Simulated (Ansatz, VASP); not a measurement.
## ZnS in VASP and in Ansatz

```xyz
2
Lattice="0.0000 2.8261 2.8261 2.8261 0.0000 2.8261 2.8261 2.8261 0.0000" Properties=species:S:1:pos:R:3 pbc="T T T"
Zn    0.0000    0.0000    0.0000
S     1.4130    1.4130    1.4130
```

Change from the starting cell: hydrostatic strain +4.9%.

Alike in both runs: task single point; functional PBE; k mesh 8 × 8 × 8; occupations fermi-dirac, width 0.02 eV; no spin polarisation.

|  | VASP | Ansatz |
| --- | --- | --- |
| version | VASP 6.6.1 | Ansatz 0.2.0 |
| potentials or method | VASP PAW PBE potentials, release 64 (Zn, S) | plane waves, PAW |
| plane-wave cutoff (eV) | 520 | 420 |
| valence electrons in the cell | 18 | 18 |

|  | VASP | Ansatz | Ansatz less VASP |
| --- | --- | --- | --- |
| gap on the k mesh at the Fermi level (eV) | 1.55 | 1.55 | 0.000 |
| pressure (GPa) | -6.0 | -6.1 | -0.10 |
